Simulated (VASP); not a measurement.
A run of VASP 6.6.1:

The input INCAR:

```
SYSTEM = W
PREC = Accurate
ENCUT = 520
EDIFF = 1E-6
ISMEAR = -1
SIGMA = 0.1
LREAL = .FALSE.
LASPH = .TRUE.
NELM = 100
ALGO = Normal
ISIF = 2
LWAVE = .FALSE.
LCHARG = .TRUE.
GGA = PE
LELF = .TRUE.
LVHAR = .TRUE.
NBANDS = 13
```

Contents of KPOINTS:

```
Automatic mesh
0
G
  12 12 12
  0 0 0
```

Contents of POSCAR:

```
W
1.0
    2.8708540000      0.0000000000      0.0000000000
    1.4354270000      2.4862324946      0.0000000000
    1.4354270000      0.8287441649      2.3440424753
W
1
Direct
    0.0000000000      0.0000000000      0.0000000000
```

Potentials or basis: VASP PAW PBE potentials, release 64 (W_sv).

Command:

```bash
$ cat potpaw_PBE.64/W_sv/POTCAR > POTCAR
$ mpirun -np 1 vasp_std > vasp.out
```

Hardware: 1 thread of AMD EPYC 7R43 64-Core Processor (Zen 3), on a shared host.

Task: Estimate the wall time of this run.

Result: Run time: 24 s on 1 thread of AMD EPYC 7R43 64-Core Processor (Zen 3) (shared host), peak memory 0.11 GiB. Counts: scf iterations 11, k points 72.
